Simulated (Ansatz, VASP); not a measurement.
GdN: VASP beside Ansatz

```xyz
2
Lattice="0.0000 2.4985 2.4985 2.4985 0.0000 2.4985 2.4985 2.4985 0.0000" Properties=species:S:1:pos:R:3 pbc="T T T"
Gd    0.0000    0.0000    0.0000
N     2.4985    2.4985    2.4985
```

Alike in both runs: functional PBE; k mesh 14 × 14 × 14; occupations gaussian, width 0.1 eV; collinear spin; Hubbard terms Gd f U = 4.0 eV.

Ansatz relaxed the structure, and its values are those at the end. VASP's run is a single point on that final structure, the one shown.

|  | VASP | Ansatz |
| --- | --- | --- |
| version | VASP 6.6.1 | Ansatz 0.2.0 |
| potentials or method | VASP PAW PBE potentials, release 64 (Gd, N), cutoff 600 eV | scalar-relativistic, plane waves, PAW |
| valence electrons in the cell | 23 | 23 |

```csv
,VASP,Ansatz,Ansatz less VASP
gap on the k mesh at the Fermi level (eV),none,none,-
pressure (GPa),0.2,0.0,-0.16
net moment per atom (μB),3.50,3.50,0.000
size of the moment on the site where the two differ most (μB),6.86,6.92,+0.064
```

Site moments also hang on the region over which each program counts them. The programs project onto different local orbitals, so the same U acts differently, and such runs can settle in different states. A gap of «none» marks a metal or a gap that the smearing closes. Ansatz's warnings: filled band counts differ across k points.

Spin-orbit coupling is off throughout.
